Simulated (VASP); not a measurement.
Input of a VASP 6.6.1 run:

The input INCAR:

```
ALGO = Normal ; EDIFF = 1E-6
ENCUT = 500 ; GGA = PE
GGA_COMPAT = F ; ISIF = 2
ISMEAR = 0 ; LASPH = T
LCHARG = F ; LMAXMIX = 6
LREAL = F ; LWAVE = F
NBANDS = 26 ; NELM = 200
PREC = Accurate ; SIGMA = 0.1
```

Contents of KPOINTS:

```
k-points
0
Gamma
  12 12 10
```

POSCAR

```
PrMo2
1.0
    4.1550458352      0.0000000000      0.0000000000
    0.0000000000      4.1550458352      0.0000000000
    0.0000000000      0.0000000000      4.6262282442
Pr Mo
1 2
Direct
    0.0000000000      0.0000000000      0.5000000000
    0.5000000000      0.5000000000      0.0000000000
    0.5000000000      0.5000000000      0.5000000000
```

Potentials or basis: VASP PAW PBE potentials, release 64 (Pr_3, Mo_sv), 4f in core.

Launch:

```console
$ cat potpaw_PBE.64/Pr_3/POTCAR potpaw_PBE.64/Mo_sv/POTCAR > POTCAR
$ mpirun -np 1 vasp_std > vasp.out
```

Q: Predict the pressure.

A: 0.3 GPa.

Q: Estimate the band gap on the k mesh.

A: Zero (an odd number of electrons rules out a gap without spin polarisation).

Stress tensor (GPa, compression positive):
```
0.11 0.00 0.00
0.00 0.11 0.00
0.00 0.00 0.82
```

Caveat: spin-orbit coupling is left out, which moves the levels of the heavy elements; the 4f electrons are frozen in the core, so they carry no moment and show no levels. Spin polarisation is off, so any magnetic state and its effect on volume and gap are missing.
